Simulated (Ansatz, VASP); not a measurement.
# Ta4O in VASP and in Ansatz

```
Ta O
1.0
     3.25750    0.00000    0.00000
     0.00000    3.25750    0.00000
     0.00000    0.00000    7.40934
Ta O
4 1
Cartesian
  0.0000 0.0000 3.7047
  1.6287 1.6287 5.8027
  1.6287 1.6287 1.6067
  0.0000 0.0000 0.0000
  1.6287 1.6287 3.7047
```

Alike in both runs: task single point; functional PBE; k mesh 12 × 12 × 6; occupations tetrahedron; no spin polarisation.

|  | VASP | Ansatz |
| --- | --- | --- |
| version | VASP 6.6.1 | Ansatz 0.2.0 |
| potentials or method | VASP PAW PBE potentials, release 64 (Ta_pv, O), cutoff 520 eV | scalar-relativistic, plane waves, PAW |
| valence electrons in the cell | 50 | 58 |

```csv
,VASP,Ansatz,Ansatz less VASP
gap on the k mesh at the Fermi level (eV),none,none,-
pressure (GPa),-0.6,-0.8,-0.24
"traceless stress, the component that is largest in VASP (GPa)",-0.35,-0.47,-0.116
rms of the force components (eV/Å),0.010,0.023,+0.0133
```

Atom by atom the forces differ by 0.013 eV/Å (rms over components). A gap of «none» marks a metal or a gap that the smearing closes. VASP's potentials hold 50 valence electrons a cell and Ansatz's 58, so a difference there can come from the potentials and not from the codes. Ansatz's warnings: band table not solved further, tetrahedron derivatives may miss energy slope.

Neither program's run includes spin-orbit coupling.
